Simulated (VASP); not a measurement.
# SnSe in VASP: notebook, part 2 of 2

VASP 6.6.1. The steps go on from the part before.

## Step 3: Single point, PBE (atom 1 (Sn) moved by [0.0, 0.0, 0.08] A)

Input file INCAR:

```
SYSTEM = SnSe
  PREC = Accurate
  ENCUT = 520
  EDIFF = 1E-6
  ISMEAR = -1
  SIGMA = 0.02
  LREAL = .False.
  LASPH = .True.
  NELM = 80
  ALGO = Normal
  ISIF = 2
  LWAVE = .False.
  LCHARG = .False.
  GGA = PE
  NBANDS = 17
```

Input file KPOINTS:

```
Automatic mesh
0
Gamma
  9 9 9
  0 0 0
```

Input file POSCAR:

```
SnSe
1.0
    0.0000000000      3.0100000000      3.0100000000
    3.0100000000      0.0000000000      3.0100000000
    3.0100000000      3.0100000000      0.0000000000
Sn Se
1 1
Direct
    0.0132890365      0.0132890365     -0.0132890365
    0.5000000000      0.5000000000      0.5000000000
```

Potentials or basis: VASP PAW PBE potentials, release 64 (Sn_d, Se).

Run with:

```console
$ cat potpaw_PBE.64/Sn_d/POTCAR potpaw_PBE.64/Se/POTCAR > POTCAR
$ mpirun -np 1 vasp_std > vasp.out
```

Run time: 62 s. Hardware: 1 thread of Intel Xeon Platinum 8488C (Sapphire Rapids), shared host; peak memory 0.22 GiB.

Results (log left out):

| Item | Value |
| --- | --- |
| Free energy | -8.2138 eV |
| Pressure | 1.1 GPa |
| Largest force | 0.014 eV/Å |
| Band gap on the k mesh | 0.63 eV, direct |

Forces in eV/Å, atoms in the order of the input:
```
Sn   0.000  0.000 -0.014
Se   0.000  0.000  0.014
```

Stress tensor (GPa, compression positive):
```
1.05 0.00 0.00
0.00 1.05 0.00
0.00 0.00 1.23
```

Levels at points of the mesh, in eV from the valence-band top:
```csv
k point,band 8,band 9,band 10,band 11,band 12,band 13
"(0.00, 0.00, 0.00)",-2.13,-2.11,-2.11,4.33,4.33,4.40
```

Caveat: the cell differs from its parent crystal (atom 1 (Sn) moved by [0.0, 0.0, 0.08] A); spin-orbit coupling is left out, which moves the levels of the heavy elements.

## Step 4: Single point, PBE (equal xx and yy strain of -3 %)

Input file INCAR:

```
PREC = Accurate
ENCUT = 520
EDIFF = 1E-7
ISMEAR = -1
SIGMA = 0.02
LREAL = F
LASPH = T
NELM = 60
ALGO = Normal
ISIF = 2
LWAVE = F
LCHARG = T
GGA = PE
LELF = T
LVHAR = T
NBANDS = 17
```

Input file KPOINTS:

```
regular mesh
0
Gamma
  9 9 9
```

Input file POSCAR:

```
SnSe
1.0
    0.0000000000      2.9197000000      3.0100000000
    2.9197000000      0.0000000000      3.0100000000
    2.9197000000      2.9197000000      0.0000000000
Sn Se
1 1
Direct
    0.0000000000      0.0000000000      0.0000000000
    0.5000000000      0.5000000000      0.5000000000
```

Potentials or basis: VASP PAW PBE potentials, release 64 (Sn_d, Se).

Run with:

```console
$ cat potpaw_PBE.64/Sn_d/POTCAR potpaw_PBE.64/Se/POTCAR > POTCAR
$ mpirun -np 1 vasp_std > vasp.out
```

OUTCAR:

```text
PREC = Accurate
   ENCUT = 520
   EDIFF = 1E-7
   ISMEAR = -1
   LREAL = F
   LASPH = T
   NELM = 60
   ISIF = 2
   GGA = PE

 ion  position               nearest neighbor table
   1  0.000  0.000  0.000-   2 2.92   2 2.92   2 2.92   2 2.92   2 3.01   2 3.01
   2  0.500  0.500  0.500-   1 2.92   1 2.92   1 2.92   1 2.92   1 3.01   1 3.01

  LATTYP: Found a body centered tetragonal cell.
 ALAT       =     4.1290793381
 C/A-ratio  =     1.4579521262

  Lattice vectors:

 A1 = (  -2.9197000000,   0.0000000000,   3.0100000000)
[... 190 lines left out ...]
      6      -8.0148      2.00000
[... 457 lines left out ...]
      4     -15.2926      2.00000
      5     -15.2926      2.00000
      6      -6.7471      2.00000
[... 9 lines left out ...]
     16      18.5913      0.00000
     17      19.0909      0.00000

 [... further k-points ...]
[... 5 lines left out ...]
  --------------------------------------------------------------------------------------
  -------------------------------------------------------------------------------------
  Total        2.0465740      2.0465740      0.5770252      0.0000000      0.0000000     -0.0000000
  in kB       63.8947357     63.8947357     18.0149236      0.0000000      0.0000000     -0.0000000
  external PRESSURE =      48.6014650 kB  Pullay stress =       0.0000000 kB

 VOLUME and BASIS-vectors are now :
 -----------------------------------------------------------------------------
  energy-cutoff  :      520.00
  volume of cell :       51.32
      direct lattice vectors                 reciprocal lattice vectors
     0.000000000  2.919700000  3.010000000    -0.171250471  0.171250471  0.166112957
     2.919700000  0.000000000  3.010000000     0.171250471 -0.171250471  0.166112957
     2.919700000  2.919700000  0.000000000     0.171250471  0.171250471 -0.166112957

 POSITION                                       TOTAL-FORCE (eV/Angst)
 -----------------------------------------------------------------------------------
      0.00000      0.00000      0.00000         0.000000     -0.000000     -0.000000
      2.91970      2.91970      3.01000        -0.000000      0.000000      0.000000
 -----------------------------------------------------------------------------------
    total drift:                                0.000000     -0.000000     -0.000000

  FREE ENERGIE OF THE ION-ELECTRON SYSTEM (eV)
  ---------------------------------------------------
  free  energy   TOTEN  =        -8.1424855896 eV

  energy  without entropy=       -8.1424822636  energy(sigma->0) =       -8.14248393
```

OSZICAR:

```text
N       E                     dE             d eps       ncg     rms          rms(c)
DAV:   1     0.132213667327E+03    0.13221E+03   -0.97672E+03  2583   0.147E+03
DAV:   2     0.396731694582E+01   -0.12825E+03   -0.12427E+03  2734   0.352E+02
DAV:   3    -0.798619436795E+01   -0.11954E+02   -0.11859E+02  3142   0.930E+01
DAV:   4    -0.828876188070E+01   -0.30257E+00   -0.30229E+00  2987   0.155E+01
DAV:   5    -0.829749120358E+01   -0.87293E-02   -0.87288E-02  3717   0.260E+00    0.341E+00
DAV:   6    -0.814294303943E+01    0.15455E+00   -0.35719E-01  3690   0.361E+00    0.206E+00
DAV:   7    -0.814074671317E+01    0.21963E-02   -0.75913E-02  3091   0.126E+00    0.940E-01
DAV:   8    -0.814255051348E+01   -0.18038E-02   -0.78364E-03  3198   0.807E-01    0.985E-02
DAV:   9    -0.814243418613E+01    0.11633E-03   -0.12010E-03  3716   0.310E-01    0.471E-02
DAV:  10    -0.814248045083E+01   -0.46265E-04   -0.14814E-04  3017   0.711E-02    0.115E-02
DAV:  11    -0.814248559722E+01   -0.51464E-05   -0.19802E-05  3407   0.388E-02    0.373E-03
DAV:  12    -0.814248578248E+01   -0.18527E-06   -0.11723E-06  3271   0.110E-02    0.231E-03
DAV:  13    -0.814248565789E+01    0.12459E-06   -0.10281E-07  2452   0.323E-03    0.807E-04
DAV:  14    -0.814248558960E+01    0.68288E-07   -0.63338E-08  1943   0.167E-03
   1 F= -.81424856E+01 E0= -.81424839E+01  d E =-.332602E-05
```

Wall time 57 s (1 thread of AMD EPYC 7R13 (Zen 3), shared host); peak memory 0.19 GiB.

Results:

```
Free energy            : -8.1425 eV
Pressure               : 4.9 GPa
Band gap on the k mesh : 0.33 eV, indirect (least direct gap 0.41 eV)
```

Stress tensor (GPa, compression positive):
```
6.39 0.00 0.00
0.00 6.39 0.00
0.00 0.00 1.80
```

Levels at points of the mesh, in eV from the valence-band top:
```tsv
k point	band 6	band 7	band 8	band 9	band 10	band 11	band 12	band 13	band 14	band 15
(0.00, 0.00, 0.00)	-14.48	-5.03	-2.65	-2.65	-2.36	3.88	4.63	4.63	5.46	5.69
```

Caveat: the cell differs from its parent crystal (equal xx and yy strain of -3 %); spin-orbit coupling is left out, which moves the levels of the heavy elements.

## Step 5: Summary

```tsv
cell	gap on the mesh (eV)	pressure (GPa)
a = 4.273, b = 4.273, c = 4.225 Å, angles 60.4, 60.4, 59.3°, 2 atoms	0.52	1.1
a = 4.257 Å, angles 60.0°, 2 atoms	0.63	1.1
a = 4.193, b = 4.193, c = 4.129 Å, angles 60.5, 60.5, 59.0°, 2 atoms	0.33	4.9
```

Alike in all rows: task single point; level PBE; potentials or basis VASP PAW PBE potentials, release 64 (Sn_d, Se); no spin polarisation; k mesh 9 × 9 × 9; cutoff (eV) 520; smearing fermi-dirac 0.02 eV.

Caveats: spin-orbit coupling is left out, which moves the levels of the heavy elements.

Total energies depend on the potentials used, so only differences within one code and one set of settings carry meaning.
